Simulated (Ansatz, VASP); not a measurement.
## Zn in VASP and in Ansatz

Contents of INCAR:

```
SYSTEM = Zn
PREC     = Accurate       ! precision mode
ENCUT    = 520            ! plane-wave cutoff, eV
EDIFF    = 1E-6           ! SCF threshold, eV
ISMEAR   = -1             ! smearing method
SIGMA    = 0.05           ! smearing width, eV
LREAL    = .FALSE.        ! projectors in reciprocal space
LASPH    = .TRUE.         ! aspherical terms in the spheres
NELM     = 60             ! most SCF steps
ALGO     = Normal         ! electronic algorithm
ISIF     = 2              ! what is computed and relaxed
LWAVE    = .FALSE.        ! write WAVECAR
LCHARG   = .FALSE.        ! write CHGCAR
NBANDS   = 19             ! bands
```

The input KPOINTS:

```
Automatic mesh
0
G
  12 12 7
  0 0 0
```

File POSCAR:

```
Zn
1.0
    2.7850770257      0.0000000000      0.0000000000
   -1.3925385129      2.4119474558      0.0000000000
    0.0000000000      0.0000000000      4.5118247817
Zn
2
Direct
    0.2133333333      0.6066666667      0.1600000000
    0.7866666667      0.3933333333      0.8400000000
```

Input for Ansatz:

```yaml
crystal:
  lattice:
    - [2.7850770257, 0.0, 0.0]
    - [-1.3925385129, 2.4119474558, 0.0]
    - [0.0, 0.0, 4.5118247817]
  atoms:
    - { symbol: Zn, position: [0.2133333333, 0.6066666667, 0.16] }
    - { symbol: Zn, position: [0.7866666667, 0.3933333333, 0.84] }
kpoints:
  mp_grid: { grid: [12, 12, 7] }
scf:
  occupations: { method: fermi_dirac, width: 0.05 }
hamiltonian:
  xc: lda
  pseudopotentials: { kind: all_electron, lapw: { basis_error: 0.001 } }
output:
  forces: true
  stress: true
  eigenvalues: true
  populations: true
```

Change from the starting cell: shortest bond scaled by 0.64, LAPW.

Alike in both runs: task single point; functional LDA; k mesh 12 × 12 × 7; occupations fermi-dirac, width 0.05 eV; no spin polarisation.

|  | VASP | Ansatz |
| --- | --- | --- |
| version | VASP 6.6.1 | Ansatz 0.2.0 |
| potentials or method | VASP PAW LDA potentials, release 64 (Zn), cutoff 520 eV | all-electron LAPW, scalar-relativistic |

|  | VASP | Ansatz | Ansatz less VASP |
| --- | --- | --- | --- |
| pressure (GPa) | 43.1 | 42.0 | -1.03 |
| traceless stress, the component that is largest in VASP (GPa) | 48.39 | 48.27 | -0.122 |
| rms of the force components (eV/Å) | 8.171 | 8.116 | -0.0551 |

LDA's correlation is that of Perdew and Zunger in VASP and of Perdew and Wang (1992) in Ansatz. Atom by atom the forces differ by 0.057 eV/Å (rms over components). Both programs put the cell under a high pressure, so it lies far from rest at this level. Ansatz ran all-electron here, and VASP with PAW potentials.
